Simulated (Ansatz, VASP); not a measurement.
One calculation of ZnC2, two programs

```
CELL_PARAMETERS angstrom
1.24785 0.72045 6.92446
-1.24785 0.72045 6.92446
0.00000 -1.44089 6.92446
ATOMIC_POSITIONS crystal
Zn 0.00000 0.00000 0.00000
C 0.83335 0.83335 0.83335
C 0.16665 0.16665 0.16665
```

Alike in both runs: functional PBE; k mesh 6 × 6 × 6; occupations gaussian, width 0.1 eV; no spin polarisation.

Ansatz relaxed the structure, and its values are those at the end. VASP's run is a single point on that final structure, the one shown.

|  | VASP | Ansatz |
| --- | --- | --- |
| version | VASP 6.6.1 | Ansatz 0.2.0 |
| potentials or method | VASP PAW PBE potentials, release 64 (Zn, C), cutoff 520 eV | scalar-relativistic, plane waves, PAW |
| valence electrons in the cell | 20 | 20 |

|  | VASP | Ansatz | Ansatz less VASP |
| --- | --- | --- | --- |
| gap on the k mesh at the Fermi level (eV) | none | none | - |
| pressure (GPa) | 0.4 | 0.0 | -0.40 |

A gap of «none» marks a metal or a gap that the smearing closes.

The k mesh is coarse, so the values compare programs but aren't converged.
